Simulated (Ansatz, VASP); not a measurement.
# One calculation of WS2, two programs

```
CELL_PARAMETERS angstrom
3.15421 0.00000 0.00000
-1.57710 2.73162 0.00000
0.00000 0.00000 12.13990
ATOMIC_POSITIONS crystal
W 0.33333 0.66667 0.25000
W 0.66667 0.33333 0.75000
S 0.33333 0.66667 0.61205
S 0.66667 0.33333 0.12029
S 0.33333 0.66667 0.87971
S 0.66667 0.33333 0.37971
```

Alike in both runs: task single point; functional PBE; dispersion D3(BJ); k mesh 12 × 12 × 4; occupations gaussian, width 0.05 eV; no spin polarisation.

```csv
,VASP,Ansatz
version,VASP 6.6.1,Ansatz 0.2.0
potentials or method,"VASP PAW PBE potentials, release 64 (W_sv, S), cutoff 520 eV","scalar-relativistic, plane waves, PAW"
valence electrons in the cell,52,52
```

|  | VASP | Ansatz | Ansatz less VASP |
| --- | --- | --- | --- |
| gap on the k mesh at the Fermi level (eV) | 0.85 | 0.83 | -0.017 |
| least direct gap on the mesh (eV) | 1.78 | 1.78 | -0.005 |
| pressure (GPa) | -2.4 | -2.4 | +0.03 |
| traceless stress, the component that is largest in VASP (GPa) | -1.85 | -1.85 | -0.004 |
| rms of the force components (eV/Å) | 0.519 | 0.520 | +0.0004 |

Atom by atom the forces differ by 0.001 eV/Å (rms over components).

Spin-orbit coupling is off throughout.
